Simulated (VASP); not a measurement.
# In2O3 (R-3c) in VASP: a series of runs, part 2 of 2

VASP 6.6.1.

### Step 3. Single point, r2SCAN (strain -1.0%)

Input file POSCAR:

```
In2O3
1.0
    2.7262828291      1.5740201252      4.8057967683
   -2.7262828291      1.5740201252      4.8057967683
    0.0000000000     -3.1480402506      4.8057967682
In O
4 6
Direct
    0.8574230602      0.8574230602      0.8574230602
    0.3574230602      0.3574230602      0.3574230602
    0.1425769398      0.1425769398      0.1425769398
    0.6425769398      0.6425769398      0.6425769398
    0.4537682870      0.0462317130      0.7500000000
    0.0462317130      0.7500000000      0.4537682870
    0.5462317130      0.9537682870      0.2500000000
    0.2500000000      0.5462317130      0.9537682870
    0.9537682870      0.2500000000      0.5462317130
    0.7500000000      0.4537682870      0.0462317130
```

Input file INCAR.step1:

```
SYSTEM = In2O3
PREC = Accurate
ENCUT = 520
ISMEAR = 0
SIGMA = 0.01
LREAL = .FALSE.
LASPH = .TRUE.
NELM = 80
NBANDS = 55
GGA = PE
ALGO = Normal
EDIFF = 1E-4
LWAVE = .TRUE.
LCHARG = .FALSE.
```

Input file INCAR.step2:

```
SYSTEM = In2O3
PREC = Accurate
ENCUT = 520
EDIFF = 1E-6
ISMEAR = 0
SIGMA = 0.01
LREAL = .FALSE.
LASPH = .TRUE.
NELM = 80
ALGO = Normal
ISIF = 2
LWAVE = .FALSE.
LCHARG = .TRUE.
METAGGA = R2SCAN
LMIXTAU = .TRUE.
LELF = .TRUE.
LVHAR = .TRUE.
NBANDS = 55
ISTART = 1
```

Input file KPOINTS:

```
Automatic mesh
0
G
  6 6 6
  0 0 0
```

Potentials or basis: VASP PAW PBE potentials, release 64 (In_d, O).

Command:

```
$ cat potpaw_PBE.64/In_d/POTCAR potpaw_PBE.64/O/POTCAR > POTCAR
$ cp INCAR.step1 INCAR
$ mpirun -np 1 vasp_std > vasp.out
$ cp INCAR.step2 INCAR
$ mpirun -np 1 vasp_std > vasp.out
```

OUTCAR:

```text
SYSTEM = In2O3
   PREC = Accurate
   ENCUT = 520
   EDIFF = 1E-6
   ISMEAR = 0
   LREAL = .FALSE.
   LASPH = .TRUE.
   NELM = 80
   ISIF = 2
   METAGGA = R2SCAN
   ISTART = 1

 ion  position               nearest neighbor table
   1  0.857  0.857  0.857-   7 2.11   8 2.11   9 2.11   6 2.24   5 2.24  10 2.24   4 3.10   3 3.22
                             3 3.22   3 3.22   4 3.58   4 3.58   4 3.58   2 3.96   2 3.96   2 3.96
   2  0.357  0.357  0.357-   5 2.11   6 2.11  10 2.11   8 2.24   7 2.24   9 2.24   3 3.10   4 3.22
                             4 3.22   4 3.22   3 3.58   3 3.58   3 3.58   1 3.96   1 3.96   1 3.96
   3  0.143  0.143  0.143-   5 2.11  10 2.11   6 2.11   9 2.24   7 2.24   8 2.24   2 3.10   1 3.22
                             1 3.22   1 3.22   2 3.58   2 3.58   2 3.58   4 3.96   4 3.96   4 3.96
   4  0.643  0.643  0.643-   7 2.11   9 2.11   8 2.11  10 2.24   5 2.24   6 2.24   1 3.10   2 3.22
                             2 3.22   2 3.22   1 3.58   1 3.58   1 3.58   3 3.96   3 3.96   3 3.96
   5  0.454  0.046  0.750-   2 2.11   3 2.11   1 2.24   4 2.24
   6  0.046  0.750  0.454-   2 2.11   3 2.11   1 2.24   4 2.24
   7  0.546  0.954  0.250-   1 2.11   4 2.11   3 2.24   2 2.24
   8  0.250  0.546  0.954-   1 2.11   4 2.11   2 2.24   3 2.24
   9  0.954  0.250  0.546-   4 2.11   1 2.11   3 2.24   2 2.24
  10  0.750  0.454  0.046-   3 2.11   2 2.11   4 2.24   1 2.24

  LATTYP: Found a trigonal (rhomboedric) cell.
 ALAT       =     5.7450709305
 COS(alpha) =     0.5496180031

  Lattice vectors:

 A1 = (   2.7262828291,   1.5740201252,   4.8057967683)
 A2 = (  -2.7262828291,   1.5740201252,   4.8057967683)
 A3 = (   0.0000000000,  -3.1480402506,   4.8057967682)

Analysis of symmetry for initial positions (statically):
=====================================================================
 Subroutine PRICEL returns:
 Original cell was already a primitive cell.

 Routine SETGRP: Setting up the symmetry group for a
 trigonal (rhombohedral) supercell.

 Subroutine GETGRP returns: Found 12 space group operations
 (whereof  6 operations were pure point group operations)
 out of a pool of 12 trial point group operations.

The static configuration has the point symmetry S_6 .
 The point group associated with its full space group is D_3d.

Analysis of symmetry for dynamics (positions and initial velocities):
=====================================================================
 Subroutine PRICEL returns:
 Original cell was already a primitive cell.

 Routine SETGRP: Setting up the symmetry group for a
 trigonal (rhombohedral) supercell.

 Subroutine GETGRP returns: Found 12 space group operations
 (whereof  6 operations were pure point group operations)
 out of a pool of 12 trial point group operations.

The dynamic configuration has the point symmetry S_6 .
 The point group associated with its full space group is D_3d.

 Subroutine INISYM returns: Found 12 space group operations
 (whereof  6 operations are pure point group operations),
 and found     1 'primitive' translations

----------------------------------------------------------------------------------------

                                     Primitive cell

  volume of cell :     123.7365

  direct lattice vectors                    reciprocal lattice vectors
     2.726282829  1.574020125  4.805796768     0.183399901  0.105885982  0.069360680
[... 86 lines left out ...]
   total plane-waves  NPLWV = 110592
   dimension x,y,z NGX =    48 NGY =   48 NGZ =   48
   dimension x,y,z NGXF=    96 NGYF=   96 NGZF=   96
   ions per type =               4   6
   NGX,Y,Z   is equivalent  to a cutoff of  13.89, 13.89, 13.89 a.u.
   NGXF,Y,Z  is equivalent  to a cutoff of  27.78, 27.78, 27.78 a.u.
 SYSTEM =  In2O3
   PREC   = accura    normal or accurate (medium, high low for compatibility)
   ISTART =      1    job   : 0-new  1-cont  2-samecut
   ICHARG =      0    charge: 1-file 2-atom 10-const
   ISPIN  =      1    spin polarized calculation?
   LNONCOLLINEAR =      F non collinear calculations
   LSORBIT =      F    spin-orbit coupling
   LASPH  =      T    aspherical Exc in radial PAW
   ENCUT  =  520.0 eV  38.22 Ry    6.18 a.u.  10.68 10.68 10.68*2*pi/ulx,y,z
   NELM   =     80;   NELMIN=  2; NELMDL=  0     # of ELM steps
   EDIFF  = 0.1E-05   stopping-criterion for ELM
   LREAL  =      F    real-space projection
   EDIFFG = 0.1E-04   stopping-criterion for IOM
   NSW    =      0    number of steps for IOM
   IBRION =     -1    ionic relax: 0-MD 1-quasi-New 2-CG
   NFREE  =      0    steps in history (QN), initial steepest desc. (CG)
   ISIF   =      2    stress and relaxation
   ISYM   =      2    0-nonsym 1-usesym 2-fastsym
   POTIM  = 0.5000    time-step for ionic-motion
   TEBEG  =    0.0;   TEEND  =   0.0 temperature during run
   PSTRESS=    0.0 pullay stress
   NELECT =      88.0000    total number of electrons
   NUPDOWN=      -1.0000    fix difference up-down
   EMIN   =  10.00;   EMAX   =-10.00  energy-range for DOS
   EFERMI =   0.00;   METHOD = LEGACY
   ISMEAR =     0;   SIGMA  =   0.01  broadening in eV -4-tet -1-fermi 0-gaus
   EFERMI_NEDOS =   21; number of points for ismear=-14 and -15
   IALGO  =     38    algorithm
   IMIX   =      4    mixing-type and parameters
     AMIX     =   0.40;   BMIX     =  1.00
     AMIX_MAG =   1.60;   BMIX_MAG =  1.00
  volume/ion in A,a.u.               =      12.37        83.50
  Fermi-wavevector in a.u.,A,eV,Ry     =   1.461290  2.761438 29.053456  2.135369
  Thomas-Fermi vector in A             =   2.577639
   LORBIT       =      0    0 simple, 1 ext, 2 COOP (PROOUT), +10 PAW based schemes
   METAGGA = R2SCAN    functional components
   LHFCALC =     F    Hartree Fock is set to
   AEXX    =    0.0000 exact exchange contribution
   IVDW    =     0    specifies the selected vdW correction
   LEPSILON=     F    determine dielectric tensor
   LRPA    =     F    only Hartree local field effects (RPA)
 non-spin polarized calculation
 Gauss-broadening in eV      SIGMA  =   0.01
  energy-cutoff  :      520.00
  volume of cell :      123.74
 maximum number of plane-waves:      3346
 NGX is ok and might be reduce to    48
   NGX = 21   NGY = 21   NGZ = 21

 number of electron      87.9999995 magnetization

 Free energy of the ion-electron system (eV)
  ---------------------------------------------------
  ext. energy  EPLUGINS =         0.00000000
  ---------------------------------------------------
  free energy    TOTEN  =      -144.36205617 eV

  energy without entropy =     -144.36205617  energy(sigma->0) =     -144.36205617

 E-fermi :   5.5362     XC(G=0): -12.0516

 val. band max:        5.4754015904   @ k =   0.3333   0.0000   0.0000
 cond. band min:       7.5015566528   @ k =   0.0000   0.0000   0.0000
 fundamental gap:      2.0261550623
 Fermi energy:         5.5362150455

 k-point     1 :       0.0000    0.0000    0.0000
  band No.  band energies     occupation
      1     -13.2213      2.00000
      2     -12.3024      2.00000
      3     -12.3024      2.00000
      4     -12.0947      2.00000
      5     -12.0947      2.00000
      6     -12.0156      2.00000
[... 1381 lines left out ...]
     54      17.0139      0.00000
     55      17.7826      0.00000

 [... further k-points ...]

------------------------ aborting loop because EDIFF is reached ----------------------------------------

  FORCE on cell =-STRESS in cart. coord.  units (eV):
  Direction    XX          YY          ZZ          XY          YZ          ZX
  --------------------------------------------------------------------------------------
  -------------------------------------------------------------------------------------
  Total        5.7389170      5.7389170      4.6893613     -0.0000000      0.0000000      0.0000000
  in kB       74.3092167     74.3092167     60.7192549     -0.0000000      0.0000000      0.0000000
  external PRESSURE =      69.7792294 kB  Pullay stress =       0.0000000 kB

 VOLUME and BASIS-vectors are now :
 -----------------------------------------------------------------------------
  energy-cutoff  :      520.00
  volume of cell :      123.74
      direct lattice vectors                 reciprocal lattice vectors
     2.726282829  1.574020125  4.805796768     0.183399901  0.105885982  0.069360680
    -2.726282829  1.574020125  4.805796768    -0.183399901  0.105885982  0.069360680
     0.000000000 -3.148040251  4.805796768     0.000000000 -0.211771964  0.069360680

 POSITION                                       TOTAL-FORCE (eV/Angst)
 -----------------------------------------------------------------------------------
      0.00000     -0.00000     12.36180         0.000000     -0.000000      0.025602
      0.00000     -0.00000      5.15311         0.000000     -0.000000      0.025602
      0.00000     -0.00000      2.05559         0.000000      0.000000     -0.025602
      0.00000     -0.00000      9.26428         0.000000      0.000000     -0.025602
      1.11106     -1.57402      6.00725        -0.006406      0.000000     -0.000000
     -1.91867     -0.17520      6.00725         0.003203      0.005548      0.000000
     -1.11106      1.57402      8.41014         0.006406     -0.000000      0.000000
     -0.80761     -1.74922      8.41014        -0.003203      0.005548      0.000000
      1.91867      0.17520      8.41014        -0.003203     -0.005548     -0.000000
      0.80761      1.74922      6.00725         0.003203     -0.005548     -0.000000
 -----------------------------------------------------------------------------------
    total drift:                               -0.000000      0.000000      0.000000

  FREE ENERGIE OF THE ION-ELECTRON SYSTEM (eV)
  ---------------------------------------------------
  free  energy   TOTEN  =      -144.3620561715 eV

  energy  without entropy=     -144.3620561715  energy(sigma->0) =     -144.36205617
```

Run time: 17 min. Hardware: 1 thread of Intel Xeon 6975P-C (Granite Rapids), shared host; peak memory 0.44 GiB.

What came out:

```yaml
Free_energy: -144.3621 eV
Pressure: 7.0 GPa
Largest_force: 0.026 eV/Å
Band_gap_on_the_k_mesh: 2.03 eV
```

Forces on the atoms (eV/Å):
```
In   0.000  0.000  0.026
In   0.000  0.000  0.026
In   0.000  0.000 -0.026
In   0.000  0.000 -0.026
O   -0.006  0.000  0.000
O    0.003  0.006  0.000
O    0.006  0.000  0.000
O   -0.003  0.006  0.000
O   -0.003 -0.006  0.000
O    0.003 -0.006  0.000
```

Levels at points of the mesh, in eV from the valence-band top:
| k point | band 42 | band 43 | band 44 | band 45 | band 46 | band 47 |
| --- | --- | --- | --- | --- | --- | --- |
| (0.00, 0.00, 0.00) | -0.27 | 0.00 | 0.00 | 2.03 | 6.33 | 7.26 |
| (0.50, 0.00, 0.00) | -0.72 | -0.06 | -0.06 | 5.76 | 5.76 | 6.80 |
| (0.50, 0.50, 0.00) | -0.32 | -0.06 | -0.03 | 6.06 | 6.33 | 7.38 |
| (0.50, 0.50, 0.50) | -0.18 | -0.18 | -0.18 | 5.16 | 5.16 | 8.21 |

Caveat: the cell differs from its parent crystal (strain -1.0%); the cell stands under pressure; the PAW data sets were made with another functional, which shifts forces and pressure a little; spin-orbit coupling is left out, which moves the levels of the heavy elements.
